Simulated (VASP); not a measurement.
Wanted: the native input for a VASP 6.6.1 run.

- Task: single point
- Functional: PBE
- Potentials or basis: VASP PAW PBE potentials, release 64 (V_sv)
- Cutoff: 520 eV
- k mesh: 18 × 18 × 18
- Occupations: fermi-dirac, width 0.1 eV
- Spin: no spin polarisation
- Dipole correction: no
- Further INCAR settings: ALGO = Normal; EDIFF = 1e-06; NBANDS = 12

The structure of V lies in POSCAR:

```
V
1.0
   -1.4994931605      1.4994931605      1.4994931605
    1.4994931605     -1.4994931605      1.4994931605
    1.4994931605      1.4994931605     -1.4994931605
V
1
Direct
    0.0000000000      0.0000000000      0.0000000000
```

The input as run:

INCAR

```
ALGO = Normal
EDIFF = 1E-6
ENCUT = 520
GGA = PE
ISIF = 2
ISMEAR = -1
LASPH = True
LCHARG = True
LELF = True
LREAL = False
LVHAR = True
LWAVE = False
NBANDS = 12
NELM = 100
PREC = Accurate
SIGMA = 0.1
```

KPOINTS

```
k-points
0
Gamma
  18 18 18
```

Potentials or basis: VASP PAW PBE potentials, release 64 (V_sv).

Command:

```bash
$ cat potpaw_PBE.64/V_sv/POTCAR > POTCAR
$ mpirun -np 1 vasp_std > vasp.out
```

Results of the run:

```yaml
Pressure: 0.1 GPa
```

Run time: 9.2 s on 1 thread of Intel(R) Xeon(R) 6975P-C (Granite Rapids), on a shared host, peak memory 0.14 GiB.
